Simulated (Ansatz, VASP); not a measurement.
One calculation of LiMnH3, two programs

Contents of INCAR:

```
SYSTEM = LiMnH3
PREC = Accurate
ENCUT = 520
EDIFF = 1E-7
ISMEAR = 0
SIGMA = 0.1
LREAL = .FALSE.
LASPH = .TRUE.
NELM = 150
ALGO = Normal
ISIF = 2
LWAVE = .FALSE.
LCHARG = .FALSE.
ISPIN = 2
MAGMOM = 0 0 2.42 2.42 0 0 0 0 0 0
LORBIT = 11
LMAXMIX = 4
GGA = PE
NBANDS = 34
```

File KPOINTS:

```
regular mesh
0
G
  4 4 6
  0 0 0
```

Contents of POSCAR:

```
LiMnH3
1.0
    4.6987610000      0.0000000000      0.0000000000
    0.0000000000      4.6987610000      0.0000000000
    0.0000000000      0.0000000000      3.4053800000
Li Mn H
2 2 6
Direct
    0.0000000000      0.5000000000      0.5000000000
    0.5000000000      0.0000000000      0.5000000000
    0.5000000000      0.5000000000      0.0000000000
    0.0000000000      0.0000000000      0.0000000000
    0.8095570000      0.3095570000      0.0000000000
    0.6904430000      0.8095570000      0.0000000000
    0.5000000000      0.5000000000      0.5000000000
    0.1904430000      0.6904430000      0.0000000000
    0.3095570000      0.1904430000      0.0000000000
    0.0000000000      0.0000000000      0.5000000000
```

Input for Ansatz:

```yaml
crystal:
  lattice:
    - [4.698761, 0.0, 0.0]
    - [0.0, 4.698761, 0.0]
    - [0.0, 0.0, 3.40538]
  atoms:
    - { symbol: Li, position: [0.0, 0.5, 0.5] }
    - { symbol: Li, position: [0.5, 0.0, 0.5] }
    - { symbol: Mn, position: [0.5, 0.5, 0.0], spin: 2.42 }
    - { symbol: Mn, position: [0.0, 0.0, 0.0], spin: 2.42 }
    - { symbol: H, position: [0.809557, 0.309557, 0.0] }
    - { symbol: H, position: [0.690443, 0.809557, 0.0] }
    - { symbol: H, position: [0.5, 0.5, 0.5] }
    - { symbol: H, position: [0.190443, 0.690443, 0.0] }
    - { symbol: H, position: [0.309557, 0.190443, 0.0] }
    - { symbol: H, position: [0.0, 0.0, 0.5] }
basis:
  ecutwfc: 420
kpoints:
  mp_grid: { grid: [4, 4, 6] }
hamiltonian:
  xc: pbe
scf:
  occupations: { method: gaussian, width: 0.1 }
  lower_state_search: "off"
output:
  forces: true
  stress: true
  eigenvalues: true
  populations: true
magnetization:
  spin_polarized: true
```

Alike in both runs: task single point; functional PBE; k mesh 4 × 4 × 6; occupations gaussian, width 0.1 eV; collinear spin.

|  | VASP | Ansatz |
| --- | --- | --- |
| version | VASP 6.6.1 | Ansatz 0.2.0 |
| potentials or method | VASP PAW PBE potentials, release 64 (Li_sv, Mn_pv, H), cutoff 520 eV | scalar-relativistic, plane waves, PAW |
| valence electrons in the cell | 38 | 42 |

|  | VASP | Ansatz | Ansatz less VASP |
| --- | --- | --- | --- |
| gap on the k mesh at the Fermi level (eV) | none | none | - |
| net moment per atom (μB) | 0.57 | 0.57 | 0.000 |
| size of the moment on the site where the two differ most (μB) | 2.85 | 2.23 | -0.624 |

Site moments also hang on the region over which each program counts them. A gap of «none» marks a metal or a gap that the smearing closes. VASP's potentials hold 38 valence electrons a cell and Ansatz's 42, so a difference there can come from the potentials and not from the codes.

Noted on VASP's run: the cutoff is short for stress, so the pressure is rough.
